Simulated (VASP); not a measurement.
Input of a VASP 6.6.1 run:

File INCAR:

```
SYSTEM = Ba3Ti3SiCl2O9
PREC = Accurate ; ENCUT = 520
EDIFF = 1E-6 ; ISMEAR = -1
SIGMA = 0.05 ; LREAL = Auto
LASPH = .True. ; NELM = 100
ALGO = Normal ; ISIF = 2
LWAVE = .False. ; LCHARG = .False.
GGA = PS ; NBANDS = 84
```

KPOINTS

```
regular mesh
0
Gamma
  2 2 1
  0 0 0
```

File POSCAR:

```
Ba3Ti3SiCl2O9
1.0
    5.6540340000      0.0000000000      0.0000000000
   -2.8270170000      4.8965370000      0.0000000000
    0.0000000000      0.0000000000     20.7113680000
Ba Ti O Si Cl
3 3 9 1 2
Direct
    0.0000000000      0.0000000000      0.0482826629
    0.6591459183      0.3322348019      0.1334725934
    0.3462054012      0.6818696560      0.2606153297
    0.3333376221      0.6666752442      0.1002106669
    0.0029705016     -0.0243028900      0.2090639305
    0.6732962239      0.3536376831      0.3087821142
    0.4973617069      0.9947234137      0.0530626466
    0.0052660640      0.5026409481      0.0530626466
    0.4973748840      0.5026409481      0.0530626466
    0.1557833219      0.3366460827      0.1698052973
    0.6648467078      0.8294841844      0.1700032562
    0.1587675092      0.7998101515      0.1593279594
    0.8578493848      0.6812161330      0.2750035633
    0.3999640137      0.1703244558      0.2669934695
    0.8602532716      0.1660765557      0.3347340456
    1.1466989741      0.3686482916      0.3988341089
    1.4036664656      0.1549258180      0.3991431179
    1.0043555128      0.2292028019      0.4882680854
```

Potentials or basis: VASP PAW PBE potentials, release 64 (Ba_sv, Ti_sv, O, Si, Cl).

Launch:

```bash
$ cat potpaw_PBE.64/Ba_sv/POTCAR potpaw_PBE.64/Ti_sv/POTCAR potpaw_PBE.64/O/POTCAR potpaw_PBE.64/Si/POTCAR potpaw_PBE.64/Cl/POTCAR > POTCAR
$ mpirun -np 1 vasp_std > vasp.out
```

Question: Predict the largest force.

Answer: 5.806 eV/Å.

Question: What does it give for the band gap on the k mesh?

Answer: 0.32 eV (least direct gap 0.33 eV).

Forces on the atoms (eV/Å):
```
Ba  -0.049  0.042 -1.729
Ba   0.419 -0.126  1.632
Ba   0.118 -0.493  1.048
Ti  -0.028 -0.473 -5.787
Ti   0.806  0.347 -2.747
Ti   3.492  0.654  3.799
O    0.154 -2.092  0.805
O    1.885  0.856  0.684
O   -1.549  0.891  0.786
O    0.350 -2.415  1.294
O    1.541  1.069  0.477
O   -3.011  2.438  2.681
O    0.059  1.233  0.023
O   -3.255 -2.292 -3.275
O    0.577  1.242  0.112
Si  -0.588 -0.182 -1.851
Cl  -0.376 -0.163  1.193
Cl  -0.544 -0.536  0.857
```

Caveat: the k points lie up to 0.64 Å⁻¹ apart; the PAW data sets were made with another functional, which shifts forces and pressure a little; spin-orbit coupling is left out, which moves the levels of the heavy elements.
